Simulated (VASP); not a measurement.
Crystal: Mg3O2.

```
CELL_PARAMETERS angstrom
3.30000 0.00000 0.00000
-1.65000 2.85788 0.00000
0.00000 0.00000 7.00000
ATOMIC_POSITIONS crystal
Mg 0.66667 0.33333 0.36600
Mg 0.33333 0.66667 0.63400
Mg 0.00000 0.00000 0.00000
O 0.33333 0.66667 0.23500
O 0.66667 0.33333 0.76500
```

```yaml
Program: VASP 6.6.1
Task: relaxation of cell and atoms
Functional: PBE
Potentials_or_basis: VASP PAW PBE potentials, release 64 (Mg, O)
Cutoff: 600 eV
k_mesh: 6 × 6 × 3
Occupations: gaussian, width 0.2 eV
Spin: no spin polarisation
```

At the start: pressure -1.6 GPa; volume 13.20 Å³/atom.

**Question.** Where does the relaxation end?

**Answer.** Over 13 steps the energy falls by 563.0 meV/atom and the volume is 11.96 Å³/atom (-9.4 %); space group P-3m1 (No. 164, to 0.1 Å) before and after.

The path:
```csv
step,energy change (eV),largest force (eV/Å),pressure (GPa),volume (Å³)
1,0.0000,2.0980,-1.64,66.02
2,-0.9436,2.6313,-2.09,64.68
3,-2.1413,2.3987,5.96,60.15
4,-2.5123,1.3224,2.21,61.26
5,-2.5311,1.0564,1.72,61.53
6,-2.6459,0.8967,-0.14,61.96
7,-2.7322,0.3225,-4.30,63.09
8,-2.7501,0.6266,-3.22,62.73
9,-2.8012,0.2305,-1.56,61.20
10,-2.8089,0.1632,-0.59,60.40
11,-2.8089,0.1755,-0.51,60.33
12,-2.8145,0.0887,0.03,59.99
13,-2.8152,0.0458,0.31,59.82
```

Final structure:
```xyz
5
Lattice="3.0380 0.0000 0.0000 -1.5190 2.6309 0.0000 0.0000 0.0000 7.4840" Properties=species:S:1:pos:R:3 pbc="T T T"
Mg    1.5190    0.8770    2.4682
Mg    0.0000    1.7540    5.0159
Mg   -1.5190    2.6309    0.0000
O     0.0000    1.7540    1.2129
O     1.5190    0.8770    6.2712
```

Caveat: the k points lie up to 0.40 Å⁻¹ apart in the final cell, too coarse for converged energies and pressures of a metal; the relaxation stopped at a loose force limit of 0.08 eV/Å, so its end isn't a converged minimum.
